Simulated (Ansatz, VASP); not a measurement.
## Sn: VASP beside Ansatz

```
Sn
1.0
    -2.89604    2.89604    1.59930
     2.89604   -2.89604    1.59930
     2.89604    2.89604   -1.59930
Sn
2
Direct
  0.75000 0.25000 0.50000
  0.00000 0.00000 0.00000
```

Change from the starting cell: strain -0.015 along x and y, +0.000 along z, atoms carried along.

Alike in both runs: task single point; functional r2SCAN; k mesh 16 × 16 × 16; occupations gaussian, width 0.15 eV; no spin polarisation.

```csv
,VASP,Ansatz
version,VASP 6.6.1,Ansatz 0.2.0
potentials or method,"VASP PAW PBE potentials, release 64 (Sn_d), cutoff 520 eV","scalar-relativistic, plane waves, PAW"
valence electrons in the cell,28,28
```

```csv
,VASP,Ansatz,Ansatz less VASP
gap on the k mesh at the Fermi level (eV),none,none,-
pressure (GPa),1.7,1.7,+0.02
"traceless stress, the component that is largest in VASP (GPa)",-1.08,-1.08,0.000
```

VASP's potentials were made for PBE, not for r2SCAN. A gap of «none» marks a metal or a gap that the smearing closes.
